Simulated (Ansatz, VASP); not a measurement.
**BaTiO3 in VASP and in Ansatz**

```
CELL_PARAMETERS angstrom
3.98560 0.00000 0.00000
0.00000 3.98560 0.00000
0.00000 0.00000 4.20048
ATOMIC_POSITIONS crystal
Ba 0.50000 0.50000 0.59120
Ti 0.00000 0.00000 0.10846
O 0.00000 0.50000 0.06025
O 0.50000 0.00000 0.06025
O 0.00000 0.00000 0.53984
```

Alike in both runs: functional PBE; k mesh 8 × 8 × 8; occupations gaussian, width 0.02 eV; no spin polarisation.

Ansatz relaxed the structure, and its values are those at the end. VASP's run is a single point on that final structure, the one shown.

```csv
,VASP,Ansatz
version,VASP 6.6.1,Ansatz 0.2.0
potentials or method,"VASP PAW PBE potentials, release 64 (Ba_sv, Ti_sv, O), cutoff 520 eV","scalar-relativistic, plane waves, PAW"
valence electrons in the cell,40,40
```

Ansatz gave:

- gap on the k mesh at the Fermi level (eV): 1.84
- least direct gap on the mesh (eV): 2.39
- pressure (GPa): 0.0
- rms of the force components (eV/Å): 0.000

**Question.** Estimate VASP's values.

**Answer.** gap on the k mesh at the Fermi level (eV): 1.79; least direct gap on the mesh (eV): 2.35; pressure (GPa): 1.6; rms of the force components (eV/Å): 0.034.

Neither program's run includes spin-orbit coupling.
